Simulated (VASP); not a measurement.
A run of VASP 6.6.1:

The input INCAR:

```
ALGO = Normal
EDIFF = 1E-6
ENCUT = 520
GGA = PS
ISIF = 2
ISMEAR = 0
LASPH = T
LCHARG = T
LELF = T
LREAL = F
LVHAR = T
LWAVE = F
NBANDS = 20
NELM = 60
PREC = Accurate
SIGMA = 0.05
```

File KPOINTS:

```
k-points
0
Gamma
  8 8 8
```

POSCAR

```
CdF2
1.0
    0.0000000000      2.6534902058      2.5492080407
    2.6534902058      0.0000000000      2.5492080407
    2.6534902058      2.6534902058      0.0000000000
Cd F
1 2
Direct
    0.0000000000      0.0000000000      0.0000000000
    0.2500000000      0.2500000000      0.2500000000
    0.7500000000      0.7500000000      0.7500000000
```

Potentials or basis: VASP PAW PBE potentials, release 64 (Cd, F).

The run is started by

```sh
$ cat potpaw_PBE.64/Cd/POTCAR potpaw_PBE.64/F/POTCAR > POTCAR
$ mpirun -np 1 vasp_std > vasp.out
```

Hardware: 1 thread of Intel Xeon 8259CL, with other jobs on the host.

Q: Estimate the wall time of this run.

A: Run time: 65 s on 1 thread of Intel Xeon 8259CL (shared host), peak memory 0.18 GiB. Counts: scf iterations 14, k points 59.
